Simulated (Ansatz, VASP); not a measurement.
**Two plane-wave programs on H**

INCAR

```
ALGO = Normal
EDIFF = 1E-6
ENCUT = 520
GGA = PE
ISIF = 2
ISMEAR = 1
LASPH = T
LCHARG = T
LELF = T
LREAL = F
LVHAR = T
LWAVE = F
NBANDS = 6
NELM = 100
PREC = Accurate
SIGMA = 0.13605693122994
```

KPOINTS

```
k-points
0
Gamma
  4 4 8
```

File POSCAR:

```
H
1.0
    2.6174537070      0.0000000000      0.0000000000
    0.0000000000      2.6174537070      0.0000000000
    0.0000000000      0.0000000000      0.9685829205
H
1
Direct
    0.0000000000      0.0000000000      0.5000000000
```

Input for Ansatz:

```yaml
crystal:
  lattice:
    - [2.617453707, 0.0, 0.0]
    - [0.0, 2.617453707, 0.0]
    - [0.0, 0.0, 0.9685829205]
  atoms:
    - { symbol: H, position: [0.0, 0.0, 0.5] }
basis:
  ecutwfc: 420
  xc_grid: 1
kpoints:
  mp_grid: { grid: [4, 4, 8] }
  band_path: { path: [VBM, CBM], npoints: 5 }
hamiltonian:
  xc: pbe
scf:
  occupations: { method: methfessel_paxton, width: "0.01 Ry" }
  mixing: { ndim: 2 }
  max_iter: 80
  convergence: { dr2_threshold: "1e-9 eV" }
  self_checks: high
output:
  forces: true
  stress: true
  eigenvalues: true
```

Alike in both runs: task single point; functional PBE; k mesh 4 × 4 × 8; no spin polarisation.

|  | VASP | Ansatz |
| --- | --- | --- |
| version | VASP 6.6.1 | Ansatz 0.2.0 |
| potentials or method | VASP PAW PBE potentials, release 64 (H), cutoff 520 eV | scalar-relativistic, plane waves, PAW |
| occupations | methfessel-paxton of order 1, width 0.136057 eV | methfessel-paxton of order 1 |
| valence electrons in the cell | 1 | 1 |

```tsv
	VASP	Ansatz	Ansatz less VASP
gap on the k mesh at the Fermi level (eV)	none	none	-
pressure (GPa)	6.1	6.4	+0.23
traceless stress, the component that is largest in VASP (GPa)	22.84	22.85	+0.008
```

A gap of «none» marks a metal or a gap that the smearing closes. Ansatz's warnings: band edges overlap, stress scf threshold loose.

The k mesh is coarse, so the values compare programs but aren't converged.
